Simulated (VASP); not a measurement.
# Mo in VASP: single point with PBE

Aim: the single point of Mo with PBE.

All numbers are computed with VASP 6.6.1; they aren't measurements. Logs are shortened: lines on timing, memory, paths and dates and some standing lists are left out, and cuts for length are marked.

### 1 The cell of the first run

The cell holds a slab with vacuum, 8 atoms: a = 3.004 Å, b = 4.248 Å, c = 28.062 Å, α = 90.00°, β = 90.00°, γ = 90.00°.

### 2 Single point, PBE

File INCAR:

```
PREC = Accurate
ENCUT = 400
EDIFF = 1E-6
ISMEAR = 1
SIGMA = 0.1
LREAL = F
LASPH = T
NELM = 120
ALGO = Normal
ISIF = 2
LWAVE = F
LCHARG = F
LDIPOL = T
IDIPOL = 3
DIPOL = 0.5 0.5 0.646
GGA = PE
NBANDS = 66
GGA_COMPAT = F
NELMDL = -8
```

File KPOINTS:

```
regular mesh
0
Gamma
  12 8 1
```

File POSCAR:

```
Mo
1.0
    3.0037824999      0.0000000000      0.0000000000
    0.0000000000      4.2479899697      0.0000000000
    0.0000000000      0.0000000000     28.0620453403
Mo
8
Direct
    0.0000000000      0.0000000000      0.5233381258
    0.5000000000      0.5000000000      0.5200101960
    0.5000000000      1.0000000000      0.6035001537
    0.0000000000      0.5000000000      0.6057769437
    0.0000000000      1.0000000000      0.6888101094
    0.5000000000      0.5000000000      0.6873285095
    0.5000000000      0.0000000000      0.7679825532
    0.0000000000      0.5000000000      0.7705620911
```

Potentials or basis: VASP PAW PBE potentials, release 64 (Mo_sv).

Command:

```bash
cat potpaw_PBE.64/Mo_sv/POTCAR > POTCAR
mpirun -np 1 vasp_std > vasp.out
```

OUTCAR:

```text
PREC = Accurate
   ENCUT = 400
   EDIFF = 1E-6
   ISMEAR = 1
   LREAL = F
   LASPH = T
   NELM = 120
   ISIF = 2
   GGA = PE
   NELMDL = -8

 ion  position               nearest neighbor table
   1  0.000  0.000  0.523-   2 2.60   2 2.60   2 2.60   2 2.60   3 2.70   3 2.70   4 3.14   4 3.14

   2  0.500  0.500  0.520-   1 2.60   1 2.60   1 2.60   1 2.60   4 2.84   4 2.84   3 3.16   3 3.16

   3  0.500  0.000  0.604-   4 2.60   4 2.60   4 2.60   4 2.60   1 2.70   1 2.70   5 2.83   5 2.83
                             2 3.16   2 3.16   6 3.17   6 3.17
   4  0.000  0.500  0.606-   3 2.60   3 2.60   3 2.60   3 2.60   6 2.74   6 2.74   2 2.84   2 2.84
                             1 3.14   1 3.14   5 3.15   5 3.15
   5  0.000  0.000  0.689-   6 2.60   6 2.60   6 2.60   6 2.60   7 2.68   7 2.68   3 2.83   3 2.83
                             8 3.13   8 3.13   4 3.15   4 3.15
   6  0.500  0.500  0.687-   5 2.60   5 2.60   5 2.60   5 2.60   4 2.74   4 2.74   8 2.78   8 2.78
                             7 3.10   7 3.10   3 3.17   3 3.17
   7  0.500  0.000  0.768-   8 2.60   8 2.60   8 2.60   8 2.60   5 2.68   5 2.68   6 3.10   6 3.10

   8  0.000  0.500  0.771-   7 2.60   7 2.60   7 2.60   7 2.60   6 2.78   6 2.78   5 3.13   5 3.13

  LATTYP: Found a simple orthorhombic cell.
 ALAT       =     3.0037824999
 B/A-ratio  =     1.4142135690
 C/A-ratio  =     9.3422361110

  Lattice vectors:

 A1 = (   3.0037824999,   0.0000000000,   0.0000000000)
 A2 = (   0.0000000000,   4.2479899697,   0.0000000000)
 A3 = (   0.0000000000,   0.0000000000,  28.0620453403)

Analysis of symmetry for initial positions (statically):
=====================================================================
 Subroutine PRICEL returns:
 Original cell was already a primitive cell.

 Routine SETGRP: Setting up the symmetry group for a
 simple orthorhombic supercell.

 Subroutine GETGRP returns: Found  4 space group operations
 (whereof  4 operations were pure point group operations)
 out of a pool of  8 trial point group operations.

The static configuration has the point symmetry C_2v.

Analysis of symmetry for dynamics (positions and initial velocities):
=====================================================================
 Subroutine PRICEL returns:
 Original cell was already a primitive cell.

 Routine SETGRP: Setting up the symmetry group for a
 simple orthorhombic supercell.

 Subroutine GETGRP returns: Found  4 space group operations
 (whereof  4 operations were pure point group operations)
 out of a pool of  8 trial point group operations.

The dynamic configuration has the point symmetry C_2v.

 Subroutine INISYM returns: Found  4 space group operations
 (whereof  4 operations are pure point group operations),
 and found     1 'primitive' translations

----------------------------------------------------------------------------------------

                                     Primitive cell

  volume of cell :     358.0728

  direct lattice vectors                    reciprocal lattice vectors
     3.003782500  0.000000000  0.000000000     0.332913585  0.000000000  0.000000000
     0.000000000  4.247989970  0.000000000     0.000000000  0.235405452  0.000000000
     0.000000000  0.000000000 28.062045340     0.000000000  0.000000000  0.035635321

  length of vectors
     3.003782500  4.247989970 28.062045340     0.332913585  0.235405452  0.035635321

  position of ions in fractional coordinates (direct lattice)
     0.000000000  0.000000000  0.523338126
     0.500000000  0.500000000  0.520010196
     0.500000000  0.000000000  0.603500154
     0.000000000  0.500000000  0.605776944
     0.000000000  0.000000000  0.688810109
     0.500000000  0.500000000  0.687328509
     0.500000000  0.000000000  0.767982553
     0.000000000  0.500000000  0.770562091

  ion indices of the primitive-cell ions
   primitive index   ion index
                 1           1
                 2           2
                 3           3
                 4           4
                 5           5
                 6           6
                 7           7
                 8           8

----------------------------------------------------------------------------------------

 KPOINTS: regular mesh

Automatic generation of k-mesh.
 Grid dimensions read from file:
 generate k-points for:   12    8    1

 Generating k-lattice:

  Cartesian coordinates                     Fractional coordinates (reciprocal lattice)
     0.027742799  0.000000000  0.000000000     0.083333333  0.000000000  0.000000000
     0.000000000  0.029425682  0.000000000     0.000000000  0.125000000  0.000000000
     0.000000000  0.000000000  0.035635321     0.000000000  0.000000000  1.000000000

  Length of vectors
     0.027742799  0.029425682  0.035635321

  Shift w.r.t. Gamma in fractional coordinates (k-lattice)
     0.000000000  0.000000000  0.000000000

 Subroutine IBZKPT returns following result:
 ===========================================

 Found     35 irreducible k-points:

 Following reciprocal coordinates:
            Coordinates               Weight
  0.000000  0.000000  0.000000      1.000000
  0.083333  0.000000  0.000000      2.000000
  0.166667  0.000000  0.000000      2.000000
  0.250000  0.000000  0.000000      2.000000
  0.333333  0.000000  0.000000      2.000000
  0.416667  0.000000  0.000000      2.000000
[... 16 lines left out ...]
  0.083333  0.375000  0.000000      4.000000
  0.166667  0.375000  0.000000      4.000000
 [... further k-points ...]
   k-points           NKPTS =     35   k-points in BZ     NKDIM =     35   number of bands    NBANDS=     66
   number of dos      NEDOS =    301   number of ions     NIONS =      8
   total plane-waves  NPLWV = 107520
   dimension x,y,z NGX =    20 NGY =   28 NGZ =  192
   dimension x,y,z NGXF=    40 NGYF=   56 NGZF=  384
   ions per type =               8
   NGX,Y,Z   is equivalent  to a cutoff of  11.07, 10.96, 11.37 a.u.
   NGXF,Y,Z  is equivalent  to a cutoff of  22.14, 21.92, 22.75 a.u.
 SYSTEM =  unknown system
   PREC   = accura    normal or accurate (medium, high low for compatibility)
   ISTART =      0    job   : 0-new  1-cont  2-samecut
   ICHARG =      2    charge: 1-file 2-atom 10-const
   ISPIN  =      1    spin polarized calculation?
   LNONCOLLINEAR =      F non collinear calculations
   LSORBIT =      F    spin-orbit coupling
   LASPH  =      T    aspherical Exc in radial PAW
   ENCUT  =  400.0 eV  29.40 Ry    5.42 a.u.   4.90  6.93 45.76*2*pi/ulx,y,z
   NELM   =    120;   NELMIN=  2; NELMDL= -8     # of ELM steps
   EDIFF  = 0.1E-05   stopping-criterion for ELM
   LREAL  =      F    real-space projection
   EDIFFG = 0.1E-04   stopping-criterion for IOM
   NSW    =      0    number of steps for IOM
   IBRION =     -1    ionic relax: 0-MD 1-quasi-New 2-CG
   NFREE  =      0    steps in history (QN), initial steepest desc. (CG)
   ISIF   =      2    stress and relaxation
   ISYM   =      2    0-nonsym 1-usesym 2-fastsym
   POTIM  = 0.5000    time-step for ionic-motion
   TEBEG  =    0.0;   TEEND  =   0.0 temperature during run
   PSTRESS=    0.0 pullay stress
   NELECT =     112.0000    total number of electrons
   NUPDOWN=      -1.0000    fix difference up-down
   EMIN   =  10.00;   EMAX   =-10.00  energy-range for DOS
   EFERMI =   0.00;   METHOD = LEGACY
   ISMEAR =     1;   SIGMA  =   0.10  broadening in eV -4-tet -1-fermi 0-gaus
   EFERMI_NEDOS =   21; number of points for ismear=-14 and -15
   IALGO  =     38    algorithm
   IMIX   =      4    mixing-type and parameters
     AMIX     =   0.40;   BMIX     =  1.00
     AMIX_MAG =   1.60;   BMIX_MAG =  1.00
  volume/ion in A,a.u.               =      44.76       302.05
  Fermi-wavevector in a.u.,A,eV,Ry     =   1.111281  2.100016 16.802442  1.234945
  Thomas-Fermi vector in A             =   2.247842
   LORBIT       =      0    0 simple, 1 ext, 2 COOP (PROOUT), +10 PAW based schemes
   GGA     = PE    functional components
   LHFCALC =     F    Hartree Fock is set to
   AEXX    =    0.0000 exact exchange contribution
   IVDW    =     0    specifies the selected vdW correction
   LEPSILON=     F    determine dielectric tensor
   LRPA    =     F    only Hartree local field effects (RPA)
 non-spin polarized calculation
 Methfessel and Paxton  Order N= 1 SIGMA  =   0.10
  energy-cutoff  :      400.00
  volume of cell :      358.07
 maximum number of plane-waves:      6608
 NGX is ok and might be reduce to    20
   NGX =  9   NGY = 13   NGZ = 91

 dipolmoment           0.000000      0.000000      0.001314 electrons x Angstroem

 number of electron     112.0000044 magnetization

 dipolmoment           0.000000      0.000000     -0.003541 electrons x Angstroem

 Free energy of the ion-electron system (eV)
  ---------------------------------------------------
  ext. energy  EPLUGINS =         0.00000000
  ---------------------------------------------------
  free energy    TOTEN  =       -82.05397450 eV

  energy without entropy =      -82.05699564  energy(sigma->0) =      -82.05498155

 E-fermi :   1.3305     XC(G=0):  -5.3260

 val. band max:        1.3234600185   @ k =   0.0000   0.5000   0.0000
 cond. band min:       1.3397228409   @ k =   0.0000   0.3750   0.0000
 fundamental gap:      0.0162628224
 Fermi energy:         1.3305170976

 k-point     1 :       0.0000    0.0000    0.0000
  band No.  band energies     occupation
      1     -60.0498      2.00000
      2     -59.9459      2.00000
      3     -59.7523      2.00000
      4     -59.7292      2.00000
      5     -59.6383      2.00000
      6     -59.5672      2.00000
[... 58 lines left out ...]
     65       3.1877     -0.00000
     66       3.4366      0.00000

 k-point     2 :       0.0833    0.0000    0.0000
  band No.  band energies     occupation
      1     -60.0388      2.00000
      2     -59.9373      2.00000
      3     -59.7445      2.00000
      4     -59.7217      2.00000
      5     -59.6402      2.00000
      6     -59.5720      2.00000
[... 1576 lines left out ...]
     65       2.6500     -0.00000
     66       2.6989     -0.00000

 [... further k-points ...]

------------------------ aborting loop because EDIFF is reached ----------------------------------------

 vacuum level on the upper side and lower side of the slab       (xc-potential included)        -0.175        -0.121

  FORCE on cell =-STRESS in cart. coord.  units (eV):
  Direction    XX          YY          ZZ          XY          YZ          ZX
  --------------------------------------------------------------------------------------
  -------------------------------------------------------------------------------------
  Total       13.9386904     10.8922766     -2.2789925      0.0000000      0.0000000      0.0000000
  in kB       62.3679209     48.7369060    -10.1972296      0.0000000      0.0000000      0.0000000
  external PRESSURE =      33.6358658 kB  Pullay stress =       0.0000000 kB

 VOLUME and BASIS-vectors are now :
 -----------------------------------------------------------------------------
  energy-cutoff  :      400.00
  volume of cell :      358.07
      direct lattice vectors                 reciprocal lattice vectors
     3.003782500  0.000000000  0.000000000     0.332913585  0.000000000  0.000000000
     0.000000000  4.247989970  0.000000000     0.000000000  0.235405452  0.000000000
     0.000000000  0.000000000 28.062045340     0.000000000  0.000000000  0.035635321

 POSITION                                       TOTAL-FORCE (eV/Angst)
 -----------------------------------------------------------------------------------
      0.00000      0.00000     14.68594         0.000000      0.000000      0.151984
      1.50189      2.12399     14.59255         0.000000      0.000000      0.479932
      1.50189      0.00000     16.93545         0.000000      0.000000     -0.056427
      0.00000      2.12399     16.99934         0.000000      0.000000     -0.651997
      0.00000      0.00000     19.32942         0.000000      0.000000     -0.086571
      1.50189      2.12399     19.28784         0.000000      0.000000      0.212365
      1.50189      0.00000     21.55116         0.000000      0.000000      0.057081
      0.00000      2.12399     21.62355         0.000000      0.000000     -0.106368
 -----------------------------------------------------------------------------------
    total drift:                               -0.000000      0.000000     -0.002831

  FREE ENERGIE OF THE ION-ELECTRON SYSTEM (eV)
  ---------------------------------------------------
  free  energy   TOTEN  =       -82.0539744989 eV

  energy  without entropy=      -82.0569956372  energy(sigma->0) =      -82.05498155

 vacuum level on the upper side and lower side of the slab         5.959         6.013
```

It took 18 min on 1 thread of Intel Xeon Platinum 8488C (Sapphire Rapids), shared host; peak memory 0.54 GiB.

What came out:

| Quantity | Value |
| --- | --- |
| Free energy | -82.0540 eV |
| Largest force | 0.652 eV/Å |
| Band gap on the k mesh | zero (band 56 reaches 2.55 eV, above the bottom of band 57 at 0.51 eV) |

Forces on the atoms (eV/Å):
```
Mo   0.000  0.000  0.152
Mo   0.000  0.000  0.480
Mo   0.000  0.000 -0.056
Mo   0.000  0.000 -0.652
Mo   0.000  0.000 -0.087
Mo   0.000  0.000  0.212
Mo   0.000  0.000  0.057
Mo   0.000  0.000 -0.106
```
